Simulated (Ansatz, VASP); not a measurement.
**One calculation of MgO, two programs**

```
Mg O
1.0
     0.00000    2.03788    2.03788
     2.03788    0.00000    2.03788
     2.03788    2.03788    0.00000
Mg O
1 1
Direct
  0.00000 0.00000 0.00000
  0.50000 0.50000 0.50000
```

Alike in both runs: task single point; functional LDA; k mesh 10 × 10 × 10; occupations gaussian, width 0.02 eV; no spin polarisation.

|  | VASP | Ansatz |
| --- | --- | --- |
| version | VASP 6.6.1 | Ansatz 0.2.0 |
| potentials or method | VASP PAW LDA potentials, release 64 (Mg_sv, O), cutoff 840 eV | scalar-relativistic, plane waves, PAW |
| valence electrons in the cell | 16 | 16 |

VASP gave:

```
gap on the k mesh at the Fermi level (eV) : 5.69
least direct gap on the mesh (eV)         : 5.69
pressure (GPa)                            : 12.8
```

Problem. Estimate Ansatz's values.

Solution. gap on the k mesh at the Fermi level (eV): 5.68; least direct gap on the mesh (eV): 5.68; pressure (GPa): 12.1.

Ansatz warns that its potentials were made for another functional, while VASP's fit it. LDA's correlation is that of Perdew and Zunger in VASP and of Perdew and Wang (1992) in Ansatz.
